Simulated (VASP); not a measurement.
TaC: single point with PBE

Crystal: TaC.

```
Ta C
1.0
     0.00000    2.22300    2.22300
     2.22300    0.00000    2.22300
     2.22300    2.22300    0.00000
Ta C
1 1
Direct
  0.00000 0.00000 0.00000
  0.50000 0.50000 0.50000
```

```yaml
Program: VASP 6.6.1
Task: single point
Functional: PBE
Potentials_or_basis: VASP PAW PBE potentials, release 64 (Ta_pv, C)
Cutoff: 600 eV
k_mesh: 11 × 11 × 11
Occupations: gaussian, width 0.1 eV
Spin: no spin polarisation
```

```
Pressure               : 7.4 GPa
Band gap on the k mesh : zero (an odd number of electrons rules out a gap without spin polarisation)
```

Levels at points of the mesh, in eV from the Fermi level:
| k point | band 4 | band 5 | band 6 | band 7 | band 8 | band 9 | band 10 | band 11 | band 12 | band 13 |
| --- | --- | --- | --- | --- | --- | --- | --- | --- | --- | --- |
| (0.00, 0.00, 0.00) | -14.98 | -1.45 | -1.45 | -1.45 | -0.60 | -0.60 | -0.60 | 0.55 | 0.55 | 6.54 |

Run time: 41 s on 1 thread of Intel Xeon 8259CL, on a shared host, peak memory 0.17 GiB.

Caveat: the cell stands under pressure; spin-orbit coupling is left out, which moves the levels of the heavy elements.
